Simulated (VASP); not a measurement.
A run of VASP 6.6.1:

File POSCAR:

```
NaAl2O3
1.0
   -1.8564809040      1.8564809040      5.0651590101
    1.8564809040     -1.8564809040      5.0651590101
    1.8564809040      1.8564809040     -5.0651590101
Na Al O
1 2 3
Direct
    0.5000000000      0.5000000000      0.0000000000
    0.8223504107      0.8223504107      0.0000000000
    0.1776495893      0.1776495893      0.0000000000
    0.2500000000      0.7500000000      0.5000000000
    0.7500000000      0.2500000000      0.5000000000
    0.0000000000      0.0000000000      0.0000000000
```

File INCAR.step1:

```
SYSTEM = NaAl2O3
PREC = Accurate
ENCUT = 520
ISMEAR = 0
SIGMA = 0.1
LREAL = .FALSE.
LASPH = .TRUE.
NELM = 60
NBANDS = 24
GGA = PE
ALGO = Normal
EDIFF = 1E-4
LWAVE = .TRUE.
LCHARG = .FALSE.
```

The input INCAR.step2:

```
SYSTEM = NaAl2O3
PREC = Accurate
ENCUT = 520
EDIFF = 1E-7
ISMEAR = 0
SIGMA = 0.1
LREAL = .FALSE.
LASPH = .TRUE.
NELM = 60
ALGO = Normal
ISIF = 2
LWAVE = .FALSE.
LCHARG = .FALSE.
METAGGA = R2SCAN
LMIXTAU = .TRUE.
NBANDS = 24
ISTART = 1
```

The input KPOINTS:

```
Automatic mesh
0
G
  12 12 12
  0 0 0
```

Potentials or basis: VASP PAW PBE potentials, release 64 (Na_pv, Al, O).

The run is started by

```sh
$ cat potpaw_PBE.64/Na_pv/POTCAR potpaw_PBE.64/Al/POTCAR potpaw_PBE.64/O/POTCAR > POTCAR
$ cp INCAR.step1 INCAR
$ mpirun -np 1 vasp_std > vasp.out
$ cp INCAR.step2 INCAR
$ mpirun -np 1 vasp_std > vasp.out
```

Hardware: 1 thread of Intel Xeon 8259CL, with other jobs on the host.

**Question.** How long does it take, and how much memory?

**Answer.** It took 52 min on 1 thread of Intel Xeon 8259CL, with other jobs on the host, peak memory 0.43 GiB. Counts: k points 163.
